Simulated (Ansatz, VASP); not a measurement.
**Two plane-wave programs on Mg3Zn2O**

File INCAR:

```
PREC = Accurate ; ENCUT = 600
EDIFF = 1E-6 ; ISMEAR = 0
SIGMA = 0.1 ; LREAL = F
LASPH = T ; NELM = 80
ALGO = Normal ; ISIF = 3
LWAVE = F ; LCHARG = F
GGA = PE ; IBRION = 2
NSW = 90 ; EDIFFG = -0.04
```

File KPOINTS:

```
regular mesh
0
Gamma
  6 6 6
```

File POSCAR:

```
Mg3Zn2O
1.0
    5.5527431900      0.0000000000      0.0000000000
   -2.7763716000      4.8088166700      0.0000000000
    0.0000000000      0.0000000000      3.1775222800
Mg Zn O
3 2 1
Direct
    0.5000000000      0.0000000000      0.5000000000
    0.5000000000      0.5000000000      0.5000000000
    0.0000000000      0.5000000000      0.5000000000
    0.3333333300      0.6666666700      0.0000000000
    0.6666666700      0.3333333300      0.0000000000
    0.0000000000      0.0000000000      0.0000000000
```

Input for Ansatz:

```yaml
crystal:
  lattice:
    - [5.55274319, 0.0, 0.0]
    - [-2.7763716, 4.80881667, 0.0]
    - [0.0, 0.0, 3.17752228]
  atoms:
    - { symbol: Mg, position: [0.5, 0.0, 0.5] }
    - { symbol: Mg, position: [0.5, 0.5, 0.5] }
    - { symbol: Mg, position: [0.0, 0.5, 0.5] }
    - { symbol: Zn, position: [0.33333333, 0.66666667, 0.0] }
    - { symbol: Zn, position: [0.66666667, 0.33333333, 0.0] }
    - { symbol: O, position: [0.0, 0.0, 0.0] }
basis:
  ecutwfc: 420
kpoints:
  mp_grid: { grid: [6, 6, 6] }
hamiltonian:
  xc: pbe
scf:
  occupations: { method: gaussian, width: 0.1 }
  lower_state_search: "off"
output:
  forces: true
  stress: true
  eigenvalues: true
relax:
  adjacent_minimum: "off"
  f_tol: 0.04
  max_steps: 70
  cell: { stress_tol: 0.4 }
```

Change from the starting cell: species swapped into the SmB2Rh3 type (P6/mmm, No. 191).

Alike in both runs: task relaxation of cell and atoms; functional PBE; k mesh 6 × 6 × 6; occupations gaussian, width 0.1 eV; no spin polarisation.

```csv
,VASP,Ansatz
version,VASP 6.6.1,Ansatz 0.2.0
potentials or method,"VASP PAW PBE potentials, release 64 (Mg, Zn, O), cutoff 600 eV","scalar-relativistic, plane waves, PAW"
valence electrons in the cell,36,60
```

Ansatz gave:

* gap on the k mesh at the Fermi level, each at its own relaxed structure (eV): none
* relaxed volume (Å³/atom): 20.59
* relaxed cell length with the largest relative difference (Å): 4.351

Estimate VASP's values.

gap on the k mesh at the Fermi level, each at its own relaxed structure (eV): none; relaxed volume (Å³/atom): 20.35; relaxed cell length with the largest relative difference (Å): 4.285.

A gap of «none» marks a metal or a gap that the smearing closes. VASP's potentials hold 36 valence electrons a cell and Ansatz's 60, so a difference there can come from the potentials and not from the codes.

Noted on VASP's run: the volume moved by over 15 % at a fixed basis, so the end points are rough.
